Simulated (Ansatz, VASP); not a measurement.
Two plane-wave programs on Mo

Contents of INCAR:

```
ALGO     = Fast           # electronic algorithm
EDIFF    = 1E-7           # SCF threshold, eV
ENCUT    = 520            # plane-wave cutoff, eV
GGA      = CA             # functional
ISIF     = 2              # what is computed and relaxed
ISMEAR   = 0              # smearing method
LASPH    = T              # aspherical terms in the spheres
LCHARG   = T              # write CHGCAR
LELF     = T              # ELF
LREAL    = F              # projectors in reciprocal space
LVHAR    = T            
LWAVE    = F              # write WAVECAR
NBANDS   = 13             # bands
NELM     = 80             # most SCF steps
PREC     = Accurate       # precision mode
SIGMA    = 0.15           # smearing width, eV
```

KPOINTS

```
k-points
0
Gamma
  22 22 22
```

POSCAR

```
Mo
1.0
   -0.7481803865      1.7612289260      1.7612289260
    1.7612289260     -0.7481803865      1.7612289260
    1.7612289260      1.7612289260     -0.7481803865
Mo
1
Direct
    0.0000000000      0.0000000000      0.0000000000
```

Input for Ansatz:

```yaml
crystal:
  lattice:
    - [-0.7481803865, 1.761228926, 1.761228926]
    - [1.761228926, -0.7481803865, 1.761228926]
    - [1.761228926, 1.761228926, -0.7481803865]
  atoms:
    - { symbol: Mo, position: [0.0, 0.0, 0.0] }
basis:
  ecutwfc: 420
kpoints:
  mp_grid: { grid: [22, 22, 22] }
hamiltonian:
  xc: lda
  pseudopotentials: { kind: paw, azcp: { folder: soft_1 } }
scf:
  occupations: { method: gaussian, width: 0.15 }
output:
  forces: true
  stress: true
  eigenvalues: true
  write_density: true
  write_potential: true
  elf: true
  volumetric_format: npy
```

Alike in both runs: task single point; functional LDA; k mesh 22 × 22 × 22; occupations gaussian, width 0.15 eV; no spin polarisation.

|  | VASP | Ansatz |
| --- | --- | --- |
| version | VASP 6.6.1 | Ansatz 0.2.0 |
| potentials or method | VASP PAW LDA potentials, release 64 (Mo_sv), cutoff 520 eV | scalar-relativistic, plane waves, PAW |
| valence electrons in the cell | 14 | 14 |

```csv
,VASP,Ansatz,Ansatz less VASP
gap on the k mesh at the Fermi level (eV),none,none,-
pressure (GPa),-9.9,-10.7,-0.83
"traceless stress, the component that is largest in VASP (GPa)",5.54,5.52,-0.023
```

Ansatz warns that its potentials were made for another functional, while VASP's fit it. LDA's correlation is that of Perdew and Zunger in VASP and of Perdew and Wang (1992) in Ansatz. A gap of «none» marks a metal or a gap that the smearing closes.
